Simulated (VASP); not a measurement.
Input of a VASP 6.6.1 run:

File INCAR:

```
SYSTEM = Si
ALGO = Normal ; EDIFF = 1E-7
ENCUT = 520 ; GGA = PE
ISIF = 2 ; ISMEAR = 0
LASPH = .TRUE. ; LCHARG = .TRUE.
LELF = .TRUE. ; LREAL = .FALSE.
LVHAR = .TRUE. ; LWAVE = .FALSE.
NBANDS = 16 ; NELM = 100
PREC = Accurate ; SIGMA = 0.02
```

The input KPOINTS:

```
k-points
0
G
  8 8 4
  0 0 0
```

File POSCAR:

```
Si
1.0
    3.1355339244     -1.8946218154      0.9669973121
    3.1355339244      1.8946218154      0.9669973121
    0.2660524219      0.0000000000      6.5570919783
Si
4
Direct
    0.0625006498      0.5625006498      0.8124996195
    0.4374993502      0.9374993502      0.6875003805
    0.9374993502      0.4374993502      0.1875003805
    0.5625006498      0.0625006498      0.3124996195
```

Potentials or basis: VASP PAW PBE potentials, release 64 (Si).

The run is started by

```sh
$ cat potpaw_PBE.64/Si/POTCAR > POTCAR
$ mpirun -np 1 vasp_std > vasp.out
```

Task: Estimate the band gap on the k mesh.

Result: 0.55 eV.

Task: What does it give for the pressure?

Result: 6.2 GPa.

Caveat: the cell stands under pressure. A k mesh can miss the band edges.
